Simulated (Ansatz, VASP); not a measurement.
## Ag in VASP and in Ansatz

File INCAR:

```
SYSTEM = Ag
PREC     = Accurate       ! precision mode
ENCUT    = 520            ! plane-wave cutoff, eV
EDIFF    = 1E-7           ! SCF threshold, eV
ISMEAR   = 0              ! smearing method
SIGMA    = 0.15           ! smearing width, eV
LREAL    = .FALSE.        ! projectors in reciprocal space
LASPH    = .TRUE.         ! aspherical terms in the spheres
NELM     = 60             ! most SCF steps
ALGO     = Normal         ! electronic algorithm
ISIF     = 2              ! what is computed and relaxed
LWAVE    = .FALSE.        ! write WAVECAR
LCHARG   = .FALSE.        ! write CHGCAR
GGA      = PS             ! functional
NBANDS   = 12             ! bands
```

The input KPOINTS:

```
Automatic mesh
0
G
  20 20 20
  0 0 0
```

File POSCAR:

```
Ag
1.0
    0.0000000000      2.1452550000      1.9920225000
    2.1452550000      0.0000000000      1.9920225000
    2.1452550000      2.1452550000      0.0000000000
Ag
1
Direct
    0.0000000000      0.0000000000      0.0000000000
```

Input for Ansatz:

```yaml
crystal:
  lattice:
    - [0.0, 2.145255, 1.9920225]
    - [2.145255, 0.0, 1.9920225]
    - [2.145255, 2.145255, 0.0]
  atoms:
    - { symbol: Ag, position: [0.0, 0.0, 0.0] }
basis:
  ecutwfc: 420
kpoints:
  mp_grid: { grid: [20, 20, 20] }
hamiltonian:
  xc: pbesol
scf:
  occupations: { method: gaussian, width: 0.15 }
output:
  forces: true
  stress: true
  eigenvalues: true
  write_density: true
  write_potential: true
  elf: true
  volumetric_format: npy
```

Change from the starting cell: strain +0.050 along x and y, -0.025 along z, atoms carried along.

Alike in both runs: task single point; functional PBEsol; k mesh 20 × 20 × 20; occupations gaussian, width 0.15 eV; no spin polarisation.

|  | VASP | Ansatz |
| --- | --- | --- |
| version | VASP 6.6.1 | Ansatz 0.2.0 |
| potentials or method | VASP PAW PBE potentials, release 64 (Ag), cutoff 520 eV | scalar-relativistic, plane waves, PAW |
| valence electrons in the cell | 11 | 19 |

```csv
,VASP,Ansatz,Ansatz less VASP
gap on the k mesh at the Fermi level (eV),none,none,-
pressure (GPa),-8.7,-8.6,+0.11
"traceless stress, the component that is largest in VASP (GPa)",1.14,1.15,+0.010
```

VASP's potentials were made for PBE, not for PBEsol. A gap of «none» marks a metal or a gap that the smearing closes. VASP's potentials hold 11 valence electrons a cell and Ansatz's 19, so a difference there can come from the potentials and not from the codes.
